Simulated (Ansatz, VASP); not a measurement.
# One calculation of AlCl3, two programs

```
Al Cl
1.0
    13.59215    0.00000    0.00000
     0.00000   14.09215    0.00000
     0.00000    0.00000   14.59215
Al Cl
1 3
Direct
  0.50296 0.50475 0.50070
  0.41049 0.43075 0.58901
  0.53606 0.44918 0.37228
  0.56233 0.63432 0.54079
```

Alike in both runs: functional PBE; dispersion D3(BJ); k mesh 1 × 1 × 1; occupations gaussian, width 0.005 eV; no spin polarisation.

Ansatz relaxed the structure, and its values are those at the end. VASP's run is a single point on that final structure, the one shown.

```csv
,VASP,Ansatz
version,VASP 6.6.1,Ansatz 0.2.0
potentials or method,"VASP PAW PBE potentials, release 64 (Al, Cl)","scalar-relativistic, plane waves, PAW"
plane-wave cutoff (eV),400,420
valence electrons in the cell,24,24
```

Ansatz gave:

```
rms of the force components (eV/Å) : 0.000
```

Task: What did VASP give for the same quantities?

Result: rms of the force components (eV/Å): 0.016.
